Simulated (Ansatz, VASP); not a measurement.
## Si in VASP and in Ansatz

```
Si
1.0
     0.00000    5.43000    5.43000
     5.43000    0.00000    5.43000
     5.43000    5.43000    0.00000
Si
17
Direct
  0.99998 0.00016 0.99997
  0.12434 0.12531 0.12436
  0.00235 0.00408 0.49674
  0.12419 0.12519 0.62610
  0.00274 0.49745 0.00281
  0.12447 0.62624 0.12449
  0.00247 0.49742 0.49683
  0.13021 0.62386 0.62276
  0.49672 0.00406 0.00240
  0.62612 0.12518 0.12419
  0.49649 0.00396 0.49649
  0.62217 0.13300 0.62220
  0.49682 0.49742 0.00251
  0.62269 0.62382 0.13037
  0.49885 0.50158 0.49901
  0.62230 0.62341 0.62233
  0.74880 0.75164 0.74897
```

Alike in both runs: functional PBE; dispersion D3(BJ); k mesh 2 × 2 × 2; occupations gaussian, width 0.02 eV; no spin polarisation.

Ansatz relaxed the structure, and its values are those at the end. VASP's run is a single point on that final structure, the one shown.

|  | VASP | Ansatz |
| --- | --- | --- |
| version | VASP 6.6.1 | Ansatz 0.2.0 |
| potentials or method | VASP PAW PBE potentials, release 64 (Si), cutoff 520 eV | scalar-relativistic, plane waves, PAW |
| valence electrons in the cell | 68 | 68 |

```csv
,VASP,Ansatz,Ansatz less VASP
rms of the force components (eV/Å),0.010,0.011,+0.0007
```

The k mesh is coarse, so the values compare programs but aren't converged.
